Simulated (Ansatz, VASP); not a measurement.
**Two plane-wave programs on WS2**

```
CELL_PARAMETERS angstrom
3.42707 0.00000 0.00000
-1.71354 2.96793 0.00000
0.00000 0.00000 20.41383
ATOMIC_POSITIONS crystal
W 0.33333 0.66667 0.63794
W 0.66667 0.33333 0.36206
S 0.33333 0.66667 0.29624
S 0.66667 0.33333 0.57210
S 0.33333 0.66667 0.42790
S 0.66667 0.33333 0.70376
```

Alike in both runs: task single point; functional r2SCAN; k mesh 12 × 12 × 2; occupations gaussian, width 0.05 eV; no spin polarisation.

|  | VASP | Ansatz |
| --- | --- | --- |
| version | VASP 6.6.1 | Ansatz 0.2.0 |
| potentials or method | VASP PAW PBE potentials, release 64 (W_sv, S), cutoff 520 eV | scalar-relativistic, plane waves, PAW |
| valence electrons in the cell | 52 | 52 |

```tsv
	VASP	Ansatz	Ansatz less VASP
gap on the k mesh at the Fermi level (eV)	none	none	-
rms of the force components (eV/Å)	1.374	1.372	-0.0019
```

VASP's potentials were made for PBE, not for r2SCAN. Atom by atom the forces differ by 0.002 eV/Å (rms over components). A gap of «none» marks a metal or a gap that the smearing closes.

Neither program's run includes spin-orbit coupling.
